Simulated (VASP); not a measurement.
Here is a VASP 6.6.1 calculation.

The input INCAR:

```
SYSTEM = WS2
  ALGO = Normal
  EDIFF = 1E-6
  EDIFFG = -0.01
  ENCUT = 600
  IBRION = 2
  ISIF = 3
  ISMEAR = -1
  LASPH = .True.
  LCHARG = .False.
  LREAL = .False.
  LWAVE = .False.
  NELM = 80
  NSW = 60
  PREC = Accurate
  SIGMA = 0.05
```

KPOINTS

```
k-points
0
Gamma
  10 10 2
  0 0 0
```

The input POSCAR:

```
WS2
1.0
    3.1835163552      0.0000000000      0.0000000000
   -1.5917581776      2.7570060369      0.0000000000
    0.0000000000      0.0000000000     16.9505778900
W S
1 2
Direct
    0.0000000000      0.0000000000      0.0000000000
    0.3333333333      0.6666666667      0.0920005100
    0.3333333333      0.6666666667      0.9079994900
```

Potentials or basis: VASP PAW LDA potentials, release 64 (W_sv, S).

The run is started by

```sh
$ cat potpaw_LDA.64/W_sv/POTCAR potpaw_LDA.64/S/POTCAR > POTCAR
$ mpirun -np 1 vasp_std > vasp.out
```

(1) What does it give for the band gap on the k mesh?

(2) What does it give for the space group after relaxing (to 0.05 Å)?

(3) Predict the relaxed cell.

Answers

(1) 2.28 eV, indirect (least direct gap 2.35 eV).

(2) P-6m2 (No. 187).

(3) a = 3.128 Å, b = 3.128 Å, c = 16.961 Å, α = 90.00°, β = 90.00°, γ = 120.00°.

Caveat: spin-orbit coupling is left out, which moves the levels of the heavy elements.
